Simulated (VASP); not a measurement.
Write the native input for VASP 6.6.1 that does the following.

* Task: single point
* Functional: PBE
* Potentials or basis: VASP PAW PBE potentials, release 64 (Cl)
* Cutoff: 520 eV
* k mesh: 8 × 8 × 4
* Occupations: gaussian, width 0.02 eV
* Spin: no spin polarisation
* Dipole correction: no
* Further INCAR settings: ALGO = Normal; EDIFF = 1e-06; NBANDS = 22

The structure of Cl lies in POSCAR:

```
Cl
1.0
    3.9516821942     -2.1442788752      0.0000000000
    3.9516821942      2.1442788752      0.0000000000
    0.0000000000      0.0000000000      8.3460372886
Cl
4
Direct
    0.1132250956      0.8867749044      0.1065145955
    0.6132250956      0.3867749044      0.3934854045
    0.8867749044      0.1132250956      0.8934854045
    0.3867749044      0.6132250956      0.6065145955
```

The input as run:

INCAR

```
  ALGO = Normal
  EDIFF = 1E-6
  ENCUT = 520
  GGA = PE
  ISIF = 2
  ISMEAR = 0
  LASPH = T
  LCHARG = T
  LELF = T
  LREAL = F
  LVHAR = T
  LWAVE = F
  NBANDS = 22
  NELM = 80
  PREC = Accurate
  SIGMA = 0.02
```

KPOINTS

```
k-points
0
Gamma
  8 8 4
```

Potentials or basis: VASP PAW PBE potentials, release 64 (Cl).

Command:

```bash
$ cat potpaw_PBE.64/Cl/POTCAR > POTCAR
$ mpirun -np 1 vasp_std > vasp.out
```

Results of the run:

```
Pressure               : -0.3 GPa
Largest force          : 0.177 eV/Å
Band gap on the k mesh : 2.34 eV
```

Caveat: this functional lacks dispersion, which holds the molecules together, so the pressure and a relaxed volume are unreliable.

Run time: 79 s on 1 thread of Intel(R) Xeon(R) 6975P-C (Granite Rapids), on a shared host, peak memory 0.33 GiB.
